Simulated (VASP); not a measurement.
**B: single point with PBEsol**

The system is B.

```xyz
4
Lattice="2.5297 0.0000 0.0000 -1.2649 2.1908 0.0000 0.0000 0.0000 2.9170" Properties=species:S:1:pos:R:3 pbc="T T T"
B     0.0000    0.0000    0.7292
B     0.0000    0.0000    2.1877
B     0.0000    1.4605    0.7292
B     1.2649    0.7303    2.1877
```

* Program: VASP 6.6.1
* Task: single point
* Functional: PBEsol
* Potentials or basis: VASP PAW PBE potentials, release 64 (B)
* Cutoff: 500 eV
* k mesh: 16 × 16 × 6
* Occupations: fermi-dirac, width 0.08 eV
* Spin: no spin polarisation

```
Pressure               : 322.0 GPa
Band gap on the k mesh : zero (band 6 reaches 15.50 eV, above the bottom of band 7 at 13.53 eV)
```

Stress tensor (GPa, compression positive):
```
322.27   0.00   0.00
  0.00 322.27   0.00
  0.00   0.00 321.41
```

Levels at points of the mesh, in eV from the Fermi level:
```csv
k point,band 3,band 4,band 5,band 6,band 7,band 8,band 9,band 10
"(0.00, 0.00, 0.00)",-4.65,-4.65,-4.28,-0.97,-0.97,7.60,9.73,9.73
"(0.50, 0.00, 0.00)",-9.79,-8.65,-3.18,-1.97,-0.39,1.30,1.98,6.44
"(0.00, 0.00, 0.50)",-1.78,-1.78,-1.78,-1.78,6.44,6.44,6.69,6.69
"(0.50, 0.00, 0.50)",-12.89,-12.89,-5.93,-5.93,2.99,2.99,9.11,9.11
```

It took 16 s on 1 thread of Intel Xeon 6975P-C, with other jobs on the host, peak memory 0.13 GiB.

Caveat: the PAW data sets were made with another functional, which shifts forces and pressure a little.
